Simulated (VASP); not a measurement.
Runs of VASP 6.6.1 on CdTe. It takes space group F-43m (No. 216, cubic). Conventional cell: a = 6.560 Å, b = 6.560 Å, c = 6.560 Å, α = 90.00°, β = 90.00°, γ = 90.00°. Cd (site symmetry -43m) has 4 Te at 2.84 Å within 3.7 Å. Within 3.7 Å of Te (site symmetry -43m) lie 4 Cd at 2.84 Å. 

```csv
level,grid for exact exchange (PRECFOCK),share of exact exchange,screening parameter,gap on the mesh (eV),pressure (GPa)
PBE,-,-,-,0.65,(a)
PBE-based screened hybrid with 75 % exact exchange,Normal,0.75,0.3 1/Å,2.53,-1.4
PBE-based screened hybrid with 15 % exact exchange,Normal,0.15,0.2078 1/Å,(c),0.7
HSE06,Normal,0.25,0.2079 1/Å,1.44,(b)
```

Alike in all rows: task single point; potentials or basis VASP PAW PBE potentials, release 64 (Cd, Te); no spin polarisation; cell as given; k mesh 4 × 4 × 4; cutoff (eV) 520; smearing gaussian 0.01 eV.

Q: Fill in the values left out.

A: (a) 1.3; (b) 0.2; (c) 1.11.

Caveats: spin-orbit coupling is left out, which moves the levels of the heavy elements; the PAW data sets were made with another functional, which shifts forces and pressure a little (at least some runs).

A k mesh can miss the band edges, and the runs leave out spin-orbit coupling on Cd, Te.
